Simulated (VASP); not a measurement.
# SnO2 (R-3m) in VASP: further runs

The runs below take SnO2 through single point, with PBEsol.

Everything below comes from runs of VASP 6.6.1. Logs are shortened: lines on timing, memory, paths and dates and some standing lists are left out, and cuts for length are marked.

**1. The cell of the first run**

The structure is trigonal, space group R-3m (No. 166). Conventional cell: a = 3.123 Å, b = 3.123 Å, c = 12.868 Å, α = 90.00°, β = 90.00°, γ = 120.00°. Within 2.8 Å of Sn (site symmetry -3m) lie 6 O at 2.08 Å. O (site symmetry 3m) has 3 Sn at 2.08 Å and 3 O at 2.76 Å within 2.8 Å.

**2. Single point, PBEsol**

INCAR reads:

```
SYSTEM = SnO2
  ALGO = Normal
  EDIFF = 1E-6
  ENCUT = 520
  GGA = PS
  ISIF = 2
  ISMEAR = 0
  LASPH = .True.
  LCHARG = .False.
  LREAL = .False.
  LWAVE = .False.
  NBANDS = 20
  NELM = 100
  PREC = Accurate
  SIGMA = 0.05
```

KPOINTS reads:

```
k-points
0
Gamma
  12 12 12
  0 0 0
```

POSCAR reads:

```
SnO2
1.0
    1.5613801911      0.9014632736      4.2894384516
   -1.5613801911      0.9014632736      4.2894384516
    0.0000000000     -1.8029265473      4.2894384516
Sn O
1 2
Direct
    0.5000000000      0.5000000000      0.5000000000
    0.2477865012      0.2477865012      0.2477865012
    0.7522134988      0.7522134988      0.7522134988
```

Potentials or basis: VASP PAW PBE potentials, release 64 (Sn_d, O).

Command:

```
$ cat potpaw_PBE.64/Sn_d/POTCAR potpaw_PBE.64/O/POTCAR > POTCAR
$ mpirun -np 1 vasp_std > vasp.out
```

OUTCAR:

```text
SYSTEM = SnO2
   EDIFF = 1E-6
   ENCUT = 520
   GGA = PS
   ISIF = 2
   ISMEAR = 0
   LASPH = .True.
   LREAL = .False.
   NELM = 100
   PREC = Accurate

 ion  position               nearest neighbor table
   1  0.500  0.500  0.500-   2 2.08   2 2.08   3 2.08   3 2.08   2 2.08   3 2.08
   2  0.248  0.248  0.248-   1 2.08   1 2.08   1 2.08
   3  0.752  0.752  0.752-   1 2.08   1 2.08   1 2.08

  LATTYP: Found a trigonal (rhomboedric) cell.
 ALAT       =     4.6529373910
 COS(alpha) =     0.7747872837

  Lattice vectors:

 A1 = (   1.5613801911,   0.9014632736,   4.2894384516)
 A2 = (  -1.5613801911,   0.9014632736,   4.2894384516)
 A3 = (   0.0000000000,  -1.8029265473,   4.2894384516)

Analysis of symmetry for initial positions (statically):
=====================================================================
 Subroutine PRICEL returns:
 Original cell was already a primitive cell.

 Routine SETGRP: Setting up the symmetry group for a
 trigonal (rhombohedral) supercell.

 Subroutine GETGRP returns: Found 12 space group operations
 (whereof 12 operations were pure point group operations)
 out of a pool of 12 trial point group operations.

The static configuration has the point symmetry D_3d.

Analysis of symmetry for dynamics (positions and initial velocities):
=====================================================================
 Subroutine PRICEL returns:
 Original cell was already a primitive cell.

 Routine SETGRP: Setting up the symmetry group for a
 trigonal (rhombohedral) supercell.

 Subroutine GETGRP returns: Found 12 space group operations
 (whereof 12 operations were pure point group operations)
 out of a pool of 12 trial point group operations.

The dynamic configuration has the point symmetry D_3d.

 Subroutine INISYM returns: Found 12 space group operations
 (whereof 12 operations are pure point group operations),
 and found     1 'primitive' translations

----------------------------------------------------------------------------------------

                                     Primitive cell

  volume of cell :      36.2250

  direct lattice vectors                    reciprocal lattice vectors
     1.561380191  0.901463274  4.289438452     0.320229501  0.184884589  0.077710250
    -1.561380191  0.901463274  4.289438452    -0.320229501  0.184884589  0.077710250
     0.000000000 -1.802926547  4.289438452     0.000000000 -0.369769178  0.077710250

[... 82 lines left out ...]
   LASPH  =      T    aspherical Exc in radial PAW
   ENCUT  =  520.0 eV  38.22 Ry    6.18 a.u.   8.65  8.65  8.65*2*pi/ulx,y,z
   NELM   =    100;   NELMIN=  2; NELMDL= -5     # of ELM steps
   EDIFF  = 0.1E-05   stopping-criterion for ELM
   LREAL  =      F    real-space projection
   EDIFFG = 0.1E-04   stopping-criterion for IOM
   NSW    =      0    number of steps for IOM
   IBRION =     -1    ionic relax: 0-MD 1-quasi-New 2-CG
   NFREE  =      0    steps in history (QN), initial steepest desc. (CG)
   ISIF   =      2    stress and relaxation
   ISYM   =      2    0-nonsym 1-usesym 2-fastsym
   POTIM  = 0.5000    time-step for ionic-motion
   TEBEG  =    0.0;   TEEND  =   0.0 temperature during run
   PSTRESS=    0.0 pullay stress
   NELECT =      26.0000    total number of electrons
   NUPDOWN=      -1.0000    fix difference up-down
   EMIN   =  10.00;   EMAX   =-10.00  energy-range for DOS
   EFERMI =   0.00;   METHOD = LEGACY
   ISMEAR =     0;   SIGMA  =   0.05  broadening in eV -4-tet -1-fermi 0-gaus
   EFERMI_NEDOS =   21; number of points for ismear=-14 and -15
   IALGO  =     38    algorithm
   IMIX   =      4    mixing-type and parameters
     AMIX     =   0.40;   BMIX     =  1.00
     AMIX_MAG =   1.60;   BMIX_MAG =  1.00
  volume/ion in A,a.u.               =      12.07        81.49
  Fermi-wavevector in a.u.,A,eV,Ry     =   1.465761  2.769887 29.231507  2.148455
  Thomas-Fermi vector in A             =   2.581579
   LORBIT       =      0    0 simple, 1 ext, 2 COOP (PROOUT), +10 PAW based schemes
   GGA     = PS    functional components
   LHFCALC =     F    Hartree Fock is set to
   AEXX    =    0.0000 exact exchange contribution
   IVDW    =     0    specifies the selected vdW correction
   LEPSILON=     F    determine dielectric tensor
   LRPA    =     F    only Hartree local field effects (RPA)
 non-spin polarized calculation
 Gauss-broadening in eV      SIGMA  =   0.05
  energy-cutoff  :      520.00
  volume of cell :       36.22
 maximum number of plane-waves:       991
   NGX = 17   NGY = 17   NGZ = 17

 number of electron      26.0000000 magnetization

 Free energy of the ion-electron system (eV)
  ---------------------------------------------------
  ext. energy  EPLUGINS =         0.00000000
  ---------------------------------------------------
  free energy    TOTEN  =       -19.21311554 eV

  energy without entropy =      -19.21311554  energy(sigma->0) =      -19.21311554

 E-fermi :   5.7926     XC(G=0): -11.4120

 val. band max:        5.5402429575   @ k =   0.0000   0.0000   0.0000
 cond. band min:       7.5336038969   @ k =   0.0000   0.0000   0.0000
 fundamental gap:      1.9933609394
 Fermi energy:         5.7926264788

 k-point     1 :       0.0000    0.0000    0.0000
  band No.  band energies     occupation
      1     -14.6338      2.00000
      2     -14.3524      2.00000
      3     -14.3524      2.00000
      4     -14.0686      2.00000
      5     -14.0686      2.00000
      6     -13.0783      2.00000
[... 541 lines left out ...]
     19      19.5316      0.00000
     20      21.3375      0.00000

 [... further k-points ...]

------------------------ aborting loop because EDIFF is reached ----------------------------------------

  FORCE on cell =-STRESS in cart. coord.  units (eV):
  Direction    XX          YY          ZZ          XY          YZ          ZX
  --------------------------------------------------------------------------------------
  -------------------------------------------------------------------------------------
  Total        2.8810046      2.8810046      0.2570354      0.0000000     -0.0000000      0.0000000
  in kB      127.4225035    127.4225035     11.3682878      0.0000000     -0.0000000      0.0000000
  external PRESSURE =      88.7377650 kB  Pullay stress =       0.0000000 kB

 VOLUME and BASIS-vectors are now :
 -----------------------------------------------------------------------------
  energy-cutoff  :      520.00
  volume of cell :       36.22
      direct lattice vectors                 reciprocal lattice vectors
     1.561380191  0.901463274  4.289438452     0.320229501  0.184884589  0.077710250
    -1.561380191  0.901463274  4.289438452    -0.320229501  0.184884589  0.077710250
     0.000000000 -1.802926547  4.289438452     0.000000000 -0.369769178  0.077710250

 POSITION                                       TOTAL-FORCE (eV/Angst)
 -----------------------------------------------------------------------------------
      0.00000     -0.00000      6.43416         0.000000      0.000000     -0.000000
      0.00000     -0.00000      3.18859         0.000000      0.000000     -0.287518
      0.00000     -0.00000      9.67972         0.000000     -0.000000      0.287518
 -----------------------------------------------------------------------------------
    total drift:                                0.000000     -0.000000      0.000000

  FREE ENERGIE OF THE ION-ELECTRON SYSTEM (eV)
  ---------------------------------------------------
  free  energy   TOTEN  =       -19.2131155447 eV

  energy  without entropy=      -19.2131155447  energy(sigma->0) =      -19.21311554
```

OSZICAR:

```text
N       E                     dE             d eps       ncg     rms          rms(c)
DAV:   1     0.248148694531E+03    0.24815E+03   -0.14021E+04  8056   0.203E+03
DAV:   2     0.501855941953E+01   -0.24313E+03   -0.23000E+03  8056   0.491E+02
DAV:   3    -0.210544165593E+02   -0.26073E+02   -0.25804E+02  8872   0.138E+02
DAV:   4    -0.217387326143E+02   -0.68432E+00   -0.68368E+00  8296   0.235E+01
DAV:   5    -0.217514643298E+02   -0.12732E-01   -0.12731E-01  9104   0.340E+00    0.101E+01
DAV:   6    -0.192569925012E+02    0.24945E+01   -0.91345E+00 11484   0.534E+01    0.442E+00
DAV:   7    -0.192418553027E+02    0.15137E-01   -0.52918E-01  7800   0.587E+00    0.210E+00
DAV:   8    -0.192150851557E+02    0.26770E-01   -0.53011E-02  8144   0.238E+00    0.445E-01
DAV:   9    -0.192128093415E+02    0.22758E-02   -0.77874E-03 11488   0.150E+00    0.771E-02
DAV:  10    -0.192131045074E+02   -0.29517E-03   -0.13845E-03  7784   0.294E-01    0.299E-02
DAV:  11    -0.192131127744E+02   -0.82669E-05   -0.27524E-05 10852   0.490E-02    0.175E-02
DAV:  12    -0.192131154775E+02   -0.27031E-05   -0.54221E-06  7776   0.210E-02    0.376E-03
DAV:  13    -0.192131155447E+02   -0.67258E-07   -0.47107E-07  6040   0.777E-03
   1 F= -.19213116E+02 E0= -.19213116E+02  d E =-.141476E-15
```

stdout:

```text
POSCAR found type information on POSCAR SnO
 POSCAR found :  2 types and       3 ions
 scaLAPACK will be used
 -----------------------------------------------------------------------------
|                                                                             |
|                                                                             |
|     You enforced a specific xc type in the INCAR file but a different       |
|     I HOPE YOU KNOW WHAT YOU ARE DOING!                                     |
|                                                                             |
 -----------------------------------------------------------------------------

 LDA part: xc-table for (Slater+PW92), standard interpolation
 POSCAR, INCAR and KPOINTS ok, starting setup
 FFT: planning ... GRIDC
 FFT: planning ... GRID_SOFT
 FFT: planning ... GRID
 WAVECAR not read
 entering main loop
```

It took 74 s on 1 thread of Intel Xeon 6975P-C (Granite Rapids), shared host; peak memory 0.28 GiB.

What came out:

| Quantity | Value |
| --- | --- |
| Free energy | -19.2131 eV |
| Pressure | 8.9 GPa |
| Largest force | 0.288 eV/Å |
| Band gap on the k mesh | 1.99 eV, direct |

Forces in eV/Å, atoms in the order of the input:
```
Sn   0.000  0.000  0.000
O    0.000  0.000 -0.288
O    0.000  0.000  0.288
```

Caveat: the PAW data sets were made with another functional, which shifts forces and pressure a little; spin-orbit coupling is left out, which moves the levels of the heavy elements. A hybrid or GW would open this gap; PBEsol tends to underestimate it.

[end of part 1 of 2]
